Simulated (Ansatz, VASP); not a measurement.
**CaO: VASP beside Ansatz**

The input POSCAR:

```
CaO
1.0
    0.0000000000      2.3975473901      2.3975473901
    2.3975473901      0.0000000000      2.3975473901
    2.3975473901      2.3975473901      0.0000000000
Ca O
1 1
Direct
    0.0000000000      0.0000000000      0.0000000000
    0.5000000000      0.5000000000      0.5000000000
```

File INCAR.step1:

```
SYSTEM = CaO
ALGO = Normal ; EDIFF = 1E-5
ENCUT = 1480 ; GGA = PE
GGA_COMPAT = .FALSE. ; ISMEAR = 0
ISYM = 0 ; LASPH = .TRUE.
LCHARG = .FALSE. ; LREAL = .FALSE.
LWAVE = .TRUE. ; NBANDS = 15
NELM = 120 ; PREC = Accurate
SIGMA = 0.01
```

The input INCAR.step2:

```
SYSTEM = CaO
ALGO = Normal ; EDIFF = 1E-6
ENCUT = 1480 ; GGA_COMPAT = .FALSE.
ISIF = 2 ; ISMEAR = 0
ISTART = 1 ; ISYM = 0
LASPH = .TRUE. ; LCHARG = .TRUE.
LELF = .TRUE. ; LMIXTAU = .TRUE.
LREAL = .FALSE. ; LVHAR = .TRUE.
LWAVE = .FALSE. ; METAGGA = R2SCAN
NBANDS = 15 ; NELM = 120
PREC = Accurate ; SIGMA = 0.01
```

Contents of KPOINTS:

```
k-points
0
G
  6 6 6
  0 0 0
```

Input for Ansatz:

```yaml
crystal:
  lattice:
    - [0.0, 2.3975473901, 2.3975473901]
    - [2.3975473901, 0.0, 2.3975473901]
    - [2.3975473901, 2.3975473901, 0.0]
  atoms:
    - { symbol: Ca, position: [0.0, 0.0, 0.0] }
    - { symbol: O, position: [0.5, 0.5, 0.5] }
  symmetry: { detect: false }
kpoints:
  mp_grid: { grid: [6, 6, 6] }
hamiltonian:
  xc: r2scan
scf:
  occupations: { method: fixed }
  n_extra_bands: 4
output:
  forces: true
  stress: true
  eigenvalues: true
```

Alike in both runs: task single point; functional r2SCAN; k mesh 6 × 6 × 6; no spin polarisation.

```csv
,VASP,Ansatz
version,VASP 6.6.1,Ansatz 0.2.0
potentials or method,"VASP PAW PBE potentials, release 64 (Ca_sv, O_h)",plane waves
plane-wave cutoff (eV),1480,500
occupations,"gaussian, width 0.01 eV",fixed
valence electrons in the cell,16,16
```

```tsv
	VASP	Ansatz	Ansatz less VASP
gap on the k mesh at the Fermi level (eV)	4.19	4.20	+0.007
pressure (GPa)	1.0	0.0	-0.99
```

VASP's potentials were made for PBE, not for r2SCAN.
